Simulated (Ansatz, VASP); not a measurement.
Two plane-wave programs on GaN

```
CELL_PARAMETERS angstrom
0.00000 2.19929 2.19929
2.19929 0.00000 2.19929
2.19929 2.19929 0.00000
ATOMIC_POSITIONS crystal
Ga 0.00000 0.00000 0.00000
N 0.50000 0.50000 0.50000
```

Change from the starting cell: strain +0.030 along x and y, +0.030 along z, atoms carried along.

Alike in both runs: task single point; functional LDA; k mesh 14 × 14 × 14; occupations gaussian, width 0.03 eV; no spin polarisation.

|  | VASP | Ansatz |
| --- | --- | --- |
| version | VASP 6.6.1 | Ansatz 0.2.0 |
| potentials or method | VASP PAW LDA potentials, release 64 (Ga_d, N), cutoff 520 eV | scalar-relativistic, plane waves, PAW |
| valence electrons in the cell | 18 | 18 |

|  | VASP | Ansatz | Ansatz less VASP |
| --- | --- | --- | --- |
| gap on the k mesh at the Fermi level (eV) | none | none | - |
| pressure (GPa) | -25.8 | -26.5 | -0.73 |

LDA's correlation is that of Perdew and Zunger in VASP and of Perdew and Wang (1992) in Ansatz. A gap of «none» marks a metal or a gap that the smearing closes.
